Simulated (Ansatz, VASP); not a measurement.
## Two plane-wave programs on InAgTe2

File INCAR:

```
SYSTEM = InAgTe2
PREC = Accurate
ENCUT = 500
EDIFF = 1E-7
ISMEAR = 0
SIGMA = 0.1
LREAL = .False.
LASPH = .True.
NELM = 120
ALGO = Normal
ISIF = 3
LWAVE = .False.
LCHARG = .False.
GGA = PE
IBRION = 2
NSW = 100
EDIFFG = -0.05
GGA_COMPAT = .False.
NELMIN = 4
```

The input KPOINTS:

```
regular mesh
0
Gamma
  4 4 4
  0 0 0
```

The input POSCAR:

```
InAgTe2
1.0
   -3.2336000000      3.2336000000      6.3165500000
    3.2336000000     -3.2336000000      6.3165500000
    3.2336000000      3.2336000000     -6.3165500000
In Ag Te
2 2 4
Direct
    0.5000000000      0.5000000000      0.0000000000
    0.2500000000      0.7500000000      0.5000000000
    0.0000000000      0.0000000000      0.0000000000
    0.7500000000      0.2500000000      0.5000000000
    0.3750000000      0.3868000000      0.5118000000
    0.6132000000      0.1250000000      0.9882000000
    0.8750000000      0.8632000000      0.4882000000
    0.1368000000      0.6250000000      0.0118000000
```

Input for Ansatz:

```yaml
crystal:
  lattice:
    - [-3.2336, 3.2336, 6.31655]
    - [3.2336, -3.2336, 6.31655]
    - [3.2336, 3.2336, -6.31655]
  atoms:
    - { symbol: In, position: [0.5, 0.5, 0.0] }
    - { symbol: In, position: [0.25, 0.75, 0.5] }
    - { symbol: Ag, position: [0.0, 0.0, 0.0] }
    - { symbol: Ag, position: [0.75, 0.25, 0.5] }
    - { symbol: Te, position: [0.375, 0.3868, 0.5118] }
    - { symbol: Te, position: [0.6132, 0.125, 0.9882] }
    - { symbol: Te, position: [0.875, 0.8632, 0.4882] }
    - { symbol: Te, position: [0.1368, 0.625, 0.0118] }
basis:
  ecutwfc: 420
kpoints:
  mp_grid: { grid: [4, 4, 4] }
hamiltonian:
  xc: pbe
scf:
  occupations: { method: gaussian, width: 0.1 }
output:
  forces: true
  stress: true
  eigenvalues: true
relax:
  adjacent_minimum: "off"
  f_tol: 0.05
  max_steps: 80
  cell: { stress_tol: 0.5 }
```

Alike in both runs: task relaxation of cell and atoms; functional PBE; k mesh 4 × 4 × 4; occupations gaussian, width 0.1 eV; no spin polarisation.

|  | VASP | Ansatz |
| --- | --- | --- |
| version | VASP 6.6.1 | Ansatz 0.2.0 |
| potentials or method | VASP PAW PBE potentials, release 64 (In_d, Ag, Te), cutoff 500 eV | scalar-relativistic, plane waves, PAW |
| valence electrons in the cell | 72 | 128 |

|  | VASP | Ansatz | Ansatz less VASP |
| --- | --- | --- | --- |
| gap on the k mesh at the Fermi level, each at its own relaxed structure (eV) | 0.04 | 0.05 | +0.012 |
| relaxed volume (Å³/atom) | 35.12 | 35.13 | +0.014 |
| relaxed cell length with the largest relative difference (Å) | 7.967 | 7.992 | +0.0255 |

VASP's potentials hold 72 valence electrons a cell and Ansatz's 128, so a difference there can come from the potentials and not from the codes.

Spin-orbit coupling is off throughout.
